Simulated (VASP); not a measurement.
# Cu (I4/mmm) in VASP: further runs

Runs on Cu. Level: PBEsol. Tasks: single point.

All numbers are computed with VASP 6.6.1; they aren't measurements. Logs are shortened: lines on timing, memory, paths and dates and some standing lists are left out, and cuts for length are marked.

**1. The cell of the first run**

Symmetry: I4/mmm, No. 139, tetragonal system. The conventional cell has a = 2.886 Å, b = 2.886 Å, c = 2.752 Å, α = 90.00°, β = 90.00°, γ = 90.00°. Within 3.2 Å of Cu (site symmetry 4/mmm) lie 14 Cu at 2.46 to 2.89 Å.

**2. Single point, PBEsol**

The input, INCAR:

```
SYSTEM = Cu
PREC     = Accurate       ! precision mode
ENCUT    = 520            ! plane-wave cutoff, eV
EDIFF    = 1E-6           ! SCF threshold, eV
ISMEAR   = -1             ! smearing method
SIGMA    = 0.1            ! smearing width, eV
LREAL    = .FALSE.        ! projectors in reciprocal space
LASPH    = .TRUE.         ! aspherical terms in the spheres
NELM     = 60             ! most SCF steps
ALGO     = Normal         ! electronic algorithm
ISIF     = 2              ! what is computed and relaxed
LWAVE    = .FALSE.        ! write WAVECAR
LCHARG   = .TRUE.         ! write CHGCAR
GGA      = PS             ! functional
LELF     = .TRUE.         ! ELF
LVHAR    = .TRUE.       
NBANDS   = 12             ! bands
```

The input, KPOINTS:

```
regular mesh
0
G
  20 20 20
  0 0 0
```

The input, POSCAR:

```
Cu
1.0
   -1.4427933200      1.4427933200      1.3760814500
    1.4427933200     -1.4427933200      1.3760814500
    1.4427933200      1.4427933200     -1.3760814500
Cu
1
Direct
    0.0000000000      0.0000000000      0.0000000000
```

Potentials or basis: VASP PAW PBE potentials, release 64 (Cu).

Run with:

```sh
$ cat potpaw_PBE.64/Cu/POTCAR > POTCAR
$ mpirun -np 1 vasp_std > vasp.out
```

OUTCAR:

```text
SYSTEM = Cu
   PREC = Accurate
   ENCUT = 520
   EDIFF = 1E-6
   ISMEAR = -1
   LREAL = .FALSE.
   LASPH = .TRUE.
   NELM = 60
   ISIF = 2
   GGA = PS

 ion  position               nearest neighbor table
   1  0.000  0.000  0.000-

  LATTYP: Found a body centered tetragonal cell.
 ALAT       =     2.8855866400
 C/A-ratio  =     0.9537620052

  Lattice vectors:

 A1 = (  -1.4427933200,   1.4427933200,   1.3760814500)
 A2 = (   1.4427933200,  -1.4427933200,   1.3760814500)
 A3 = (   1.4427933200,   1.4427933200,  -1.3760814500)

Analysis of symmetry for initial positions (statically):
=====================================================================
 Subroutine PRICEL returns:
 Original cell was already a primitive cell.

 Routine SETGRP: Setting up the symmetry group for a
 body centered tetragonal supercell.

 Subroutine GETGRP returns: Found 16 space group operations
 (whereof 16 operations were pure point group operations)
 out of a pool of 16 trial point group operations.

The static configuration has the point symmetry D_4h.

Analysis of symmetry for dynamics (positions and initial velocities):
=====================================================================
 Subroutine PRICEL returns:
 Original cell was already a primitive cell.

 Routine SETGRP: Setting up the symmetry group for a
 body centered tetragonal supercell.

 Subroutine GETGRP returns: Found 16 space group operations
 (whereof 16 operations were pure point group operations)
 out of a pool of 16 trial point group operations.

The dynamic configuration has the point symmetry D_4h.

 Subroutine INISYM returns: Found 16 space group operations
 (whereof 16 operations are pure point group operations),
 and found     1 'primitive' translations

----------------------------------------------------------------------------------------

                                     Primitive cell

  volume of cell :      11.4581

  direct lattice vectors                    reciprocal lattice vectors
    -1.442793320  1.442793320  1.376081450     0.000000000  0.346549983  0.363350585
     1.442793320 -1.442793320  1.376081450     0.346549983  0.000000000  0.363350585
     1.442793320  1.442793320 -1.376081450     0.346549983  0.346549983  0.000000000

  length of vectors
     2.461078074  2.461078074  2.461078074     0.502116060  0.502116060  0.490095685

  position of ions in fractional coordinates (direct lattice)
[... 83 lines left out ...]
   ISIF   =      2    stress and relaxation
   ISYM   =      2    0-nonsym 1-usesym 2-fastsym
   POTIM  = 0.5000    time-step for ionic-motion
   TEBEG  =    0.0;   TEEND  =   0.0 temperature during run
   PSTRESS=    0.0 pullay stress
   NELECT =      11.0000    total number of electrons
   NUPDOWN=      -1.0000    fix difference up-down
   EMIN   =  10.00;   EMAX   =-10.00  energy-range for DOS
   EFERMI =   0.00;   METHOD = LEGACY
   ISMEAR =    -1;   SIGMA  =   0.10  broadening in eV -4-tet -1-fermi 0-gaus
   EFERMI_NEDOS =   21; number of points for ismear=-14 and -15
   IALGO  =     38    algorithm
   IMIX   =      4    mixing-type and parameters
     AMIX     =   0.40;   BMIX     =  1.00
     AMIX_MAG =   1.60;   BMIX_MAG =  1.00
  volume/ion in A,a.u.               =      11.46        77.32
  Fermi-wavevector in a.u.,A,eV,Ry     =   1.614984  3.051878 35.486359  2.608174
  Thomas-Fermi vector in A             =   2.709805
   LORBIT       =      0    0 simple, 1 ext, 2 COOP (PROOUT), +10 PAW based schemes
   GGA     = PS    functional components
   LHFCALC =     F    Hartree Fock is set to
   AEXX    =    0.0000 exact exchange contribution
   IVDW    =     0    specifies the selected vdW correction
   LEPSILON=     F    determine dielectric tensor
   LRPA    =     F    only Hartree local field effects (RPA)
 non-spin polarized calculation
  energy-cutoff  :      520.00
  volume of cell :       11.46
 maximum number of plane-waves:       327
   NGX =  9   NGY =  9   NGZ =  9

 number of electron      10.9999998 magnetization

 Free energy of the ion-electron system (eV)
  ---------------------------------------------------
  ext. energy  EPLUGINS =         0.00000000
  ---------------------------------------------------
  free energy    TOTEN  =        -4.27495659 eV

  energy without entropy =       -4.26333882  energy(sigma->0) =       -4.26914771

 E-fermi :   7.7757     XC(G=0): -13.0869

 val. band max:        7.7749871251   @ k =  -0.2500   0.4000   0.2000
 cond. band min:       7.7764210567   @ k =   0.3000   0.1000   0.1000
 fundamental gap:      0.0014339316
 Fermi energy:         7.7756949521

 k-point     1 :       0.0000    0.0000    0.0000
  band No.  band energies     occupation
      1      -1.8364      2.00000
      2       4.4526      2.00000
      3       4.6491      2.00000
      4       4.6491      2.00000
      5       5.5293      2.00000
      6       5.7389      2.00000
      7      32.6346      0.00000
      8      32.6346      0.00000
      9      33.8805      0.00000
     10      36.6633      0.00000
     11      36.6633      0.00000
     12      36.7059      0.00000
[... 331 lines left out ...]
 k-point    24 :      -0.3500    0.0500    0.0000
  band No.  band energies     occupation
      1       1.7168      2.00000
      2       3.9719      2.00000
      3       4.6766      2.00000
      4       5.5773      2.00000
      5       5.7204      2.00000
      6       5.9436      2.00000
      7      18.2602      0.00000
      8      25.3560      0.00000
      9      26.8768      0.00000
     10      30.4038      0.00000
     11      33.3128      0.00000
     12      40.0232      0.00000

 [... further k-points ...]

------------------------ aborting loop because EDIFF is reached ----------------------------------------

  FORCE on cell =-STRESS in cart. coord.  units (eV):
  Direction    XX          YY          ZZ          XY          YZ          ZX
  --------------------------------------------------------------------------------------
  -------------------------------------------------------------------------------------
  Total       -0.0377685     -0.0377685     -0.0585331      0.0000000      0.0000000      0.0000000
  in kB       -5.2811498     -5.2811498     -8.1846426      0.0000000      0.0000000      0.0000000
  external PRESSURE =      -6.2489808 kB  Pullay stress =       0.0000000 kB

 VOLUME and BASIS-vectors are now :
 -----------------------------------------------------------------------------
  energy-cutoff  :      520.00
  volume of cell :       11.46
      direct lattice vectors                 reciprocal lattice vectors
    -1.442793320  1.442793320  1.376081450     0.000000000  0.346549983  0.363350585
     1.442793320 -1.442793320  1.376081450     0.346549983  0.000000000  0.363350585
     1.442793320  1.442793320 -1.376081450     0.346549983  0.346549983  0.000000000

 POSITION                                       TOTAL-FORCE (eV/Angst)
 -----------------------------------------------------------------------------------
      0.00000      0.00000      0.00000        -0.000000      0.000000      0.000000
 -----------------------------------------------------------------------------------
    total drift:                                0.000000      0.000000     -0.000000

  FREE ENERGIE OF THE ION-ELECTRON SYSTEM (eV)
  ---------------------------------------------------
  free  energy   TOTEN  =        -4.2749565923 eV

  energy  without entropy=       -4.2633388215  energy(sigma->0) =       -4.26914771
```

OSZICAR:

```text
N       E                     dE             d eps       ncg     rms          rms(c)
DAV:   1     0.420448204859E+02    0.42045E+02   -0.53679E+03 17104   0.154E+03
DAV:   2    -0.404965287906E+01   -0.46094E+02   -0.42660E+02 15932   0.206E+02
DAV:   3    -0.535554836513E+01   -0.13059E+01   -0.12987E+01 17880   0.398E+01
DAV:   4    -0.536324332849E+01   -0.76950E-02   -0.76940E-02 17312   0.271E+00
DAV:   5    -0.536331286599E+01   -0.69537E-04   -0.69537E-04 17924   0.263E-01    0.831E+00
DAV:   6    -0.469637032317E+01    0.66694E+00   -0.16331E+01 17844   0.778E+01    0.413E+00
DAV:   7    -0.429043854502E+01    0.40593E+00   -0.25170E+00 18008   0.303E+01    0.637E-01
DAV:   8    -0.427613124457E+01    0.14307E-01   -0.60559E-03 19368   0.842E-01    0.250E-01
DAV:   9    -0.427494831253E+01    0.11829E-02   -0.60678E-03 19576   0.131E+00    0.226E-02
DAV:  10    -0.427495600209E+01   -0.76896E-05   -0.30469E-05 22136   0.910E-02    0.632E-03
DAV:  11    -0.427495659232E+01   -0.59023E-06   -0.66586E-07 11876   0.171E-02
   1 F= -.42749566E+01 E0= -.42691477E+01  d E =-.116178E-01
```

Wall time 99 s (1 thread of Intel Xeon 8259CL, shared host); peak memory 0.19 GiB.

What came out:

```
Free energy            : -4.2750 eV
Pressure               : -0.6 GPa
Band gap on the k mesh : zero (an odd number of electrons rules out a gap without spin polarisation)
```

Levels at points of the mesh, in eV from the Fermi level:
| k point | band 2 | band 3 | band 4 | band 5 | band 6 | band 7 | band 8 | band 9 | band 10 | band 11 |
| --- | --- | --- | --- | --- | --- | --- | --- | --- | --- | --- |
| (0.00, 0.00, 0.00) | -3.32 | -3.13 | -3.13 | -2.25 | -2.04 | 24.86 | 24.86 | 26.10 | 28.89 | 28.89 |
| (0.50, 0.00, 0.00) | -4.02 | -2.16 | -1.94 | -1.36 | -0.57 | 4.68 | 17.33 | 17.43 | 21.34 | 24.42 |
| (0.50, 0.50, 0.00) | -3.78 | -2.32 | -2.07 | -1.39 | -0.93 | 4.16 | 18.58 | 18.86 | 22.50 | 25.51 |
| (0.50, 0.50, 0.50) | -4.78 | -1.56 | -1.56 | -1.51 | 7.70 | 7.70 | 9.54 | 13.35 | 13.98 | 16.77 |

Caveat: the PAW data sets were made with another functional, which shifts forces and pressure a little.

**3. Single point, PBEsol**

The input, INCAR:

```
ALGO = Fast ; EDIFF = 1E-6
ENCUT = 520 ; GGA = PS
ISIF = 2 ; ISMEAR = -1
LASPH = T ; LCHARG = T
LELF = T ; LREAL = F
LVHAR = T ; LWAVE = F
NBANDS = 12 ; NELM = 80
PREC = Accurate ; SIGMA = 0.5
```

The input, KPOINTS:

```
k-points
0
Gamma
  20 20 20
```

POSCAR is that of step 2.

Potentials or basis: VASP PAW PBE potentials, release 64 (Cu).

Run with:

```sh
$ cat potpaw_PBE.64/Cu/POTCAR > POTCAR
$ mpirun -np 1 vasp_std > vasp.out
```

Wall time 2.1 min (1 thread of Intel Xeon 8259CL, shared host); peak memory 0.19 GiB.

It converged, with:

- Free energy: -4.4254 eV
- Pressure: 1.7 GPa
- Band gap on the k mesh: zero (an odd number of electrons rules out a gap without spin polarisation)

Levels at points of the mesh, in eV from the Fermi level:
```tsv
k point	band 4	band 5	band 6	band 7	band 8	band 9
(0.00, 0.00, 0.00)	-3.37	-2.49	-2.28	24.71	24.71	25.96
(0.50, 0.00, 0.00)	-2.18	-1.62	-0.72	4.49	17.18	17.27
(0.50, 0.50, 0.00)	-2.32	-1.64	-1.09	3.96	18.43	18.69
(0.50, 0.50, 0.50)	-1.81	-1.76	7.54	7.54	9.38	13.17
```

Caveat: so wide a smearing shifts energies and pressures; the PAW data sets were made with another functional, which shifts forces and pressure a little.

The gap in the log of VASP goes by the Fermi energy; the results here count the filled bands.